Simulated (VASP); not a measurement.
Runs of VASP 6.6.1 on ZrC. The structure is cubic, space group Fm-3m (No. 225). The conventional cell has a = 4.730 Å, b = 4.730 Å, c = 4.730 Å, α = 90.00°, β = 90.00°, γ = 90.00°. Within 3.1 Å of Zr (site symmetry m-3m) lie 6 C at 2.37 Å. Within 3.1 Å of C (site symmetry m-3m) lie 6 Zr at 2.37 Å. 

```csv
k mesh,gap on the mesh (eV),pressure (GPa)
7 × 7 × 7,none,(a)
6 × 6 × 6,none,-2.6
3 × 3 × 3,none,-2.2
4 × 4 × 4,none,-3.5
5 × 5 × 5,none,(b)
```

Alike in all rows: task single point; level PBE; potentials or basis VASP PAW PBE potentials, release 64 (Zr_sv, C); no spin polarisation; cell as given; cutoff (eV) 520; smearing methfessel-paxton 0.1 eV.

Estimate the missing entries.

(a) -2.8; (b) -2.7.

Caveats: some runs use coarse meshes.

A k mesh can miss the band edges, and the runs leave out spin-orbit coupling on Zr.

A gap of «none» marks levels without a gap at the run's occupations.
